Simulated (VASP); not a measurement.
# Ge: single point with PBE

**Experimental background.**

“Temperature-dependent photoluminescence in Ge: experiment and theory”, 2020, arxiv:2003.00143 reports, for a bulk crystal of Ge at 0 K: band gap 0.744 eV (indirect).

Ge:

```
CELL_PARAMETERS angstrom
4.07369 0.00000 0.00000
-2.03685 3.52792 0.00000
2.03685 1.17597 3.32616
ATOMIC_POSITIONS crystal
Ge 0.00000 0.50000 0.50000
Ge 0.50000 0.25000 0.25000
```

```yaml
Program: VASP 6.6.1
Task: single point
Functional: PBE
Potentials_or_basis: VASP PAW PBE potentials, release 64 (Ge_d)
Cutoff: 520 eV
k_mesh: 9 × 9 × 10
Occupations: gaussian, width 0.1 eV
Spin: no spin polarisation
```

| Quantity | Value |
| --- | --- |
| Pressure | -0.1 GPa |
| Band gap on the k mesh | zero (filled and empty bands touch) |

Levels at points of the mesh, in eV from the Fermi level:
| k point | band 11 | band 12 | band 13 | band 14 | band 15 | band 16 | band 17 | band 18 |
| --- | --- | --- | --- | --- | --- | --- | --- | --- |
| (0.00, 0.00, 0.00) | -12.35 | -0.43 | 0.02 | 0.02 | 0.02 | 2.55 | 2.55 | 2.55 |
| (0.00, 0.00, 0.50) | -10.39 | -7.34 | -1.30 | -1.30 | 0.05 | 3.74 | 3.74 | 7.12 |

It took 3 min on 1 thread of AMD EPYC 9R14 (Zen 4) (shared host), peak memory 0.38 GiB.

A measured gap of Ge is 0.744 eV (indirect; 0 K; “Temperature-dependent photoluminescence in Ge: experiment and theory”, 2020, arxiv:2003.00143); the calculated 0.00 eV misses it by -0.74 eV. 3 values of this kind are on record (0.666 to 0.807 eV); this one was drawn at random among those near their median. Spin-orbit coupling on Ge is left out. The value is that of PBE on a finite k mesh, which can miss the band edges, without temperature or zero-point motion. Semilocal functionals fall short of measured gaps as a rule.
